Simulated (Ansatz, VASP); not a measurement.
## One calculation of TiO2, two programs

```
CELL_PARAMETERS angstrom
4.82600 0.00000 0.00000
0.00000 4.82600 0.00000
0.00000 0.00000 3.12664
ATOMIC_POSITIONS crystal
Ti 0.00000 0.00000 0.00000
Ti 0.50000 0.50000 0.50000
O 0.30565 0.30565 0.00000
O 0.19435 0.80565 0.50000
O 0.69435 0.69435 0.00000
O 0.80565 0.19435 0.50000
```

Change from the starting cell: strain +0.040 along x and y, +0.040 along z, atoms carried along.

Alike in both runs: task single point; functional PBE; k mesh 6 × 6 × 10; occupations gaussian, width 0.05 eV; no spin polarisation; Hubbard terms Ti d U = 4.0 eV.

```csv
,VASP,Ansatz
version,VASP 6.6.1,Ansatz 0.2.0
potentials or method,"VASP PAW PBE potentials, release 64 (Ti_sv, O), cutoff 520 eV","scalar-relativistic, plane waves, PAW"
valence electrons in the cell,48,48
```

VASP gave:

```
gap on the k mesh at the Fermi level (eV)                     : 1.98
least direct gap on the mesh (eV)                             : 2.00
pressure (GPa)                                                : -17.9
traceless stress, the component that is largest in VASP (GPa) : -3.52
rms of the force components (eV/Å)                            : 0.165
```

**Question.** Which values does Ansatz return?

**Answer.** gap on the k mesh at the Fermi level (eV): 1.94; least direct gap on the mesh (eV): 2.00; pressure (GPa): -20.3; traceless stress, the component that is largest in VASP (GPa): -3.53; rms of the force components (eV/Å): 0.221.

The programs project onto different local orbitals, so the same U acts differently, and such runs can settle in different states. Atom by atom the forces differ by 0.056 eV/Å (rms over components).
